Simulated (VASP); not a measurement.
# BN (P1) in VASP: single point with PBE

Aim: the single point of BN with PBE.

All numbers are computed with VASP 6.6.1; they aren't measurements. Logs are shortened: lines on timing, memory, paths and dates and some standing lists are left out, and cuts for length are marked.

## (1) The cell of the first run

The typed cell holds 2 atoms: a = 2.686 Å, b = 2.508 Å, c = 3.233 Å, α = 101.38°, β = 100.54°, γ = 119.69°.

## (2) Single point, PBE

Contents of INCAR:

```
SYSTEM = BN
ALGO = Normal ; EDIFF = 1E-6
ENCUT = 600 ; GGA = PE
GGA_COMPAT = .FALSE. ; ISIF = 2
ISMEAR = 1 ; LASPH = .TRUE.
LCHARG = .FALSE. ; LREAL = .FALSE.
LWAVE = .FALSE. ; NBANDS = 11
NELM = 120 ; PREC = Accurate
SIGMA = 0.1
```

Contents of KPOINTS:

```
k-points
0
G
  2 2 2
  0 0 0
```

Contents of POSCAR:

```
BN
1.0
    2.6847800631      0.0551016970      0.0561199107
   -1.2867533983      2.1528197287     -0.0199392175
   -0.6313809930     -1.0929090908      2.9766765586
B N
1 1
Direct
    0.9796430000      0.9834990000      0.0018060000
    0.6685060000      0.3323850000      0.9849990000
```

Potentials or basis: VASP PAW PBE potentials, release 64 (B, N).

Command:

```bash
$ cat potpaw_PBE.64/B/POTCAR potpaw_PBE.64/N/POTCAR > POTCAR
$ mpirun -np 1 vasp_std > vasp.out
```

OUTCAR:

```text
SYSTEM = BN
   EDIFF = 1E-6
   ENCUT = 600
   GGA = PE
   ISIF = 2
   ISMEAR = 1
   LASPH = .TRUE.
   LREAL = .FALSE.
   NELM = 120
   PREC = Accurate

 ion  position               nearest neighbor table
   1  0.980  0.983  0.002-   2 1.40   2 1.48   2 1.63
   2  0.669  0.332  0.985-   1 1.40   1 1.48   1 1.63

  LATTYP: Found a triclinic cell.
 ALAT       =     3.2332175265
 B/A-ratio  =     1.1382920733
 C/A-ratio  =     0.8083469955
 COS(alpha) =     0.0243717039
 COS(beta)  =     0.3772740979
 COS(gamma) =     0.7440685252

  Lattice vectors:

 A1 = (  -0.6313809930,  -1.0929090908,   2.9766765586)
 A2 = (  -1.9181343913,   1.0599106379,   2.9567373411)
 A3 = (  -1.3980266648,  -2.2079214257,  -0.0361806932)

Analysis of symmetry for initial positions (statically):
=====================================================================
 Subroutine PRICEL returns:
 Original cell was already a primitive cell.

 Routine SETGRP: Setting up the symmetry group for a
 triclinic supercell.

 Subroutine GETGRP returns: Found  1 space group operations
 (whereof  1 operations were pure point group operations)
 out of a pool of  2 trial point group operations.

The static configuration has the point symmetry C_1 .

Analysis of symmetry for dynamics (positions and initial velocities):
=====================================================================
 Subroutine PRICEL returns:
 Original cell was already a primitive cell.

 Routine SETGRP: Setting up the symmetry group for a
 triclinic supercell.

 Subroutine GETGRP returns: Found  1 space group operations
 (whereof  1 operations were pure point group operations)
 out of a pool of  2 trial point group operations.

The dynamic configuration has the point symmetry C_1 .

 Subroutine INISYM returns: Found  1 space group operations
 (whereof  1 operations are pure point group operations),
 and found     1 'primitive' translations

----------------------------------------------------------------------------------------

                                     Primitive cell

  volume of cell :      17.5132

  direct lattice vectors                    reciprocal lattice vectors
     2.684780063  0.055101697  0.056119911     0.364665713  0.219425480  0.157912723
    -1.286753398  2.152819729 -0.019939217    -0.012867674  0.458349365  0.165557048
    -0.631380993 -1.092909091  2.976676559    -0.006961313 -0.001066629  0.334076951

  length of vectors
     2.685931799  2.508139682  3.233217526     0.453943886  0.487502670  0.334151174

  position of ions in fractional coordinates (direct lattice)
     0.979643000  0.983499000  0.001806000
     0.668506000  0.332385000  0.984999000

  ion indices of the primitive-cell ions
   primitive index   ion index
                 1           1
                 2           2

----------------------------------------------------------------------------------------

 KPOINTS: k-points

Automatic generation of k-mesh.
 Grid dimensions read from file:
 generate k-points for:    2    2    2

 Generating k-lattice:

  Cartesian coordinates                     Fractional coordinates (reciprocal lattice)
     0.182332856  0.109712740  0.078956362     0.500000000 -0.000000000  0.000000000
    -0.006433837  0.229174682  0.082778524    -0.000000000  0.500000000  0.000000000
    -0.003480657 -0.000533315  0.167038476    -0.000000000  0.000000000  0.500000000

  Length of vectors
     0.226971943  0.243751335  0.167075587

  Shift w.r.t. Gamma in fractional coordinates (k-lattice)
     0.000000000  0.000000000  0.000000000

 Subroutine IBZKPT returns following result:
 ===========================================

 Found      8 irreducible k-points:

 Following reciprocal coordinates:
            Coordinates               Weight
  0.000000  0.000000  0.000000      1.000000
  0.500000  0.000000  0.000000      1.000000
  0.000000  0.500000  0.000000      1.000000
  0.500000  0.500000  0.000000      1.000000
  0.000000  0.000000  0.500000      1.000000
  0.500000 -0.000000  0.500000      1.000000
 -0.000000  0.500000  0.500000      1.000000
  0.500000  0.500000  0.500000      1.000000
   k-points           NKPTS =      8   k-points in BZ     NKDIM =      8   number of bands    NBANDS=     11
   number of dos      NEDOS =    301   number of ions     NIONS =      2
   total plane-waves  NPLWV =  13440
   dimension x,y,z NGX =    24 NGY =   20 NGZ =   28
   dimension x,y,z NGXF=    48 NGYF=   40 NGZF=   56
   ions per type =               1   1
   NGX,Y,Z   is equivalent  to a cutoff of  14.85, 13.26, 14.40 a.u.
   NGXF,Y,Z  is equivalent  to a cutoff of  29.71, 26.51, 28.79 a.u.
 SYSTEM =  BN
   PREC   = accura    normal or accurate (medium, high low for compatibility)
   ISTART =      0    job   : 0-new  1-cont  2-samecut
   ICHARG =      2    charge: 1-file 2-atom 10-const
   ISPIN  =      1    spin polarized calculation?
   LNONCOLLINEAR =      F non collinear calculations
   LSORBIT =      F    spin-orbit coupling
   LASPH  =      T    aspherical Exc in radial PAW
   ENCUT  =  600.0 eV  44.10 Ry    6.64 a.u.   5.36  5.01  6.46*2*pi/ulx,y,z
   NELM   =    120;   NELMIN=  2; NELMDL= -5     # of ELM steps
   EDIFF  = 0.1E-05   stopping-criterion for ELM
   LREAL  =      F    real-space projection
   EDIFFG = 0.1E-04   stopping-criterion for IOM
   NSW    =      0    number of steps for IOM
   IBRION =     -1    ionic relax: 0-MD 1-quasi-New 2-CG
   NFREE  =      0    steps in history (QN), initial steepest desc. (CG)
   ISIF   =      2    stress and relaxation
   ISYM   =      2    0-nonsym 1-usesym 2-fastsym
   POTIM  = 0.5000    time-step for ionic-motion
   TEBEG  =    0.0;   TEEND  =   0.0 temperature during run
   PSTRESS=    0.0 pullay stress
   NELECT =       8.0000    total number of electrons
   NUPDOWN=      -1.0000    fix difference up-down
   EMIN   =  10.00;   EMAX   =-10.00  energy-range for DOS
   EFERMI =   0.00;   METHOD = LEGACY
   ISMEAR =     1;   SIGMA  =   0.10  broadening in eV -4-tet -1-fermi 0-gaus
   EFERMI_NEDOS =   21; number of points for ismear=-14 and -15
   IALGO  =     38    algorithm
   IMIX   =      4    mixing-type and parameters
     AMIX     =   0.40;   BMIX     =  1.00
     AMIX_MAG =   1.60;   BMIX_MAG =  1.00
  volume/ion in A,a.u.               =       8.76        59.09
  Fermi-wavevector in a.u.,A,eV,Ry     =   1.260811  2.382586 21.628408  1.589643
  Thomas-Fermi vector in A             =   2.394301
   LORBIT       =      0    0 simple, 1 ext, 2 COOP (PROOUT), +10 PAW based schemes
   GGA     = PE    functional components
   LHFCALC =     F    Hartree Fock is set to
   AEXX    =    0.0000 exact exchange contribution
   IVDW    =     0    specifies the selected vdW correction
   LEPSILON=     F    determine dielectric tensor
   LRPA    =     F    only Hartree local field effects (RPA)
 non-spin polarized calculation
 Methfessel and Paxton  Order N= 1 SIGMA  =   0.10
  energy-cutoff  :      600.00
  volume of cell :       17.51
 maximum number of plane-waves:       596
 NGX is ok and might be reduce to    24
   NGX = 11   NGY =  9   NGZ = 13

 number of electron       8.0000000 magnetization

 Free energy of the ion-electron system (eV)
  ---------------------------------------------------
  ext. energy  EPLUGINS =         0.00000000
  ---------------------------------------------------
  free energy    TOTEN  =       -15.54996781 eV

  energy without entropy =      -15.55069255  energy(sigma->0) =      -15.55020939

 E-fermi :   3.5579     XC(G=0): -10.3675

 val. band max:        3.4737289620   @ k =   0.5000   0.5000   0.0000
 cond. band min:       5.8155827496   @ k =   0.5000   0.5000   0.5000
 fundamental gap:      2.3418537877
 Fermi energy:         3.5579171836

 k-point     1 :       0.0000    0.0000    0.0000
  band No.  band energies     occupation
      1     -14.3548      2.00000
      2       0.1472      2.00000
      3       1.1026      2.00000
      4       2.3160      2.00000
      5       8.4091      0.00000
      6      11.8625      0.00000
      7      14.7829      0.00000
      8      15.2130      0.00000
      9      17.7805      0.00000
     10      26.9343      0.00000
     11      27.5119      0.00000

 k-point     2 :       0.5000    0.0000    0.0000
  band No.  band energies     occupation
      1     -11.5447      2.00000
      2      -5.4695      2.00000
      3      -0.6554      2.00000
      4       1.6933      2.00000
      5       8.0709      0.00000
      6      12.8744      0.00000
      7      16.1253      0.00000
      8      19.4303      0.00000
      9      21.9655      0.00000
     10      22.9218      0.00000
     11      26.2053      0.00000

 k-point     3 :       0.0000    0.5000    0.0000
  band No.  band energies     occupation
      1     -11.0629      2.00000
      2      -5.4925      2.00000
      3      -1.1529      2.00000
      4       2.8002      2.00000
      5       6.9434      0.00000
      6      10.4710      0.00000
      7      16.9375      0.00000
      8      19.8213      0.00000
      9      22.1740      0.00000
     10      25.2624      0.00000
     11      25.4194      0.00000

 k-point     4 :       0.5000    0.5000    0.0000
  band No.  band energies     occupation
      1     -11.4039      2.00000
      2      -5.8877      2.00000
      3      -0.6236      2.00000
      4       3.4737      2.00000
      5       9.1775      0.00000
      6      11.2086      0.00000
      7      15.3829      0.00000
      8      17.5050      0.00000
      9      22.0590      0.00000
     10      22.8228      0.00000
     11      23.2996      0.00000

 k-point     5 :       0.0000    0.0000    0.5000
  band No.  band energies     occupation
      1     -13.7077      2.00000
      2      -3.3702      2.00000
      3       1.0944      2.00000
      4       2.2570      2.00000
      5      10.7131      0.00000
      6      13.5862      0.00000
      7      14.3795      0.00000
      8      16.0645      0.00000
      9      20.8289      0.00000
     10      25.8918      0.00000
     11      29.9403      0.00000

 k-point     6 :       0.5000   -0.0000    0.5000
  band No.  band energies     occupation
      1     -11.4744      2.00000
      2      -5.3660      2.00000
      3      -0.6720      2.00000
      4       1.4071      2.00000
      5       7.1295      0.00000
      6      13.0211      0.00000
      7      16.7159      0.00000
      8      20.5136      0.00000
      9      22.3202      0.00000
     10      23.0666      0.00000
     11      26.6090      0.00000

 k-point     7 :      -0.0000    0.5000    0.5000
  band No.  band energies     occupation
      1     -11.0489      2.00000
      2      -5.4658      2.00000
      3      -1.0817      2.00000
      4       2.6303      2.00000
      5       6.9445      0.00000
      6      10.6843      0.00000
      7      16.7013      0.00000
      8      19.6658      0.00000
      9      22.8400      0.00000
     10      23.0508      0.00000
     11      24.9837      0.00000

 k-point     8 :       0.5000    0.5000    0.5000
  band No.  band energies     occupation
      1     -11.0269      2.00000
      2      -5.2771      2.00000
      3      -0.7854      2.00000
      4       1.1935      2.00000
      5       5.8156      0.00000
      6      11.1690      0.00000
      7      18.3286      0.00000
      8      20.6419      0.00000
      9      23.2770      0.00000
     10      25.6678      0.00000
     11      28.4924      0.00000

------------------------ aborting loop because EDIFF is reached ----------------------------------------

  FORCE on cell =-STRESS in cart. coord.  units (eV):
  Direction    XX          YY          ZZ          XY          YZ          ZX
  --------------------------------------------------------------------------------------
  -------------------------------------------------------------------------------------
  Total       -4.7793655      1.5896031      1.7900832     -1.8164995     -0.0131476     -0.1043170
  in kB     -437.2358997    145.4233968    163.7641356   -166.1807988     -1.2028008     -9.5433425
  external PRESSURE =     -42.6827891 kB  Pullay stress =       0.0000000 kB

 VOLUME and BASIS-vectors are now :
 -----------------------------------------------------------------------------
  energy-cutoff  :      600.00
  volume of cell :       17.51
      direct lattice vectors                 reciprocal lattice vectors
     2.684780063  0.055101697  0.056119911     0.364665713  0.219425480  0.157912723
    -1.286753398  2.152819729 -0.019939217    -0.012867674  0.458349365  0.165557048
    -0.631380993 -1.092909091  2.976676559    -0.006961313 -0.001066629  0.334076951

 POSITION                                       TOTAL-FORCE (eV/Angst)
 -----------------------------------------------------------------------------------
      1.36347      2.16930      0.04074         1.431407      2.417572     -0.660755
      0.74518     -0.32411      2.96291        -1.431407     -2.417572      0.660755
 -----------------------------------------------------------------------------------
    total drift:                               -0.000192     -0.000024     -0.000078

  FREE ENERGIE OF THE ION-ELECTRON SYSTEM (eV)
  ---------------------------------------------------
  free  energy   TOTEN  =       -15.5499678144 eV

  energy  without entropy=      -15.5506925525  energy(sigma->0) =      -15.55020939
```

It took 4.6 s on 1 thread of Intel Xeon 6975P-C, shared host; peak memory 0.13 GiB.

What came out:

| Item | Value |
| --- | --- |
| Free energy | -15.5500 eV |
| Pressure | -4.3 GPa |
| Largest force | 2.886 eV/Å |
| Band gap on the k mesh | 2.34 eV, indirect (least direct gap 4.14 eV) |

Forces in eV/Å, atoms in the order of the input:
```
B    1.431  2.418 -0.661
N   -1.431 -2.418  0.661
```

Levels at points of the mesh, in eV from the valence-band top:
| k point | band 2 | band 3 | band 4 | band 5 | band 6 | band 7 |
| --- | --- | --- | --- | --- | --- | --- |
| (0.00, 0.00, 0.00) | -3.33 | -2.37 | -1.16 | 4.94 | 8.39 | 11.31 |
| (0.50, 0.00, 0.00) | -8.94 | -4.13 | -1.78 | 4.60 | 9.40 | 12.65 |
| (0.00, 0.50, 0.00) | -8.97 | -4.63 | -0.67 | 3.47 | 7.00 | 13.46 |
| (0.50, 0.50, 0.00) | -9.36 | -4.10 | 0.00 | 5.70 | 7.73 | 11.91 |
| (0.00, 0.00, 0.50) | -6.84 | -2.38 | -1.22 | 7.24 | 10.11 | 10.91 |
| (0.50, 0.00, 0.50) | -8.84 | -4.15 | -2.07 | 3.66 | 9.55 | 13.24 |
| (0.00, 0.50, 0.50) | -8.94 | -4.56 | -0.84 | 3.47 | 7.21 | 13.23 |
| (0.50, 0.50, 0.50) | -8.75 | -4.26 | -2.28 | 2.34 | 7.70 | 14.85 |

Caveat: the k points lie up to 1.53 Å⁻¹ apart; forces of over 1 eV/Å act on the atoms, so gaps and moduli don't describe the material at rest.
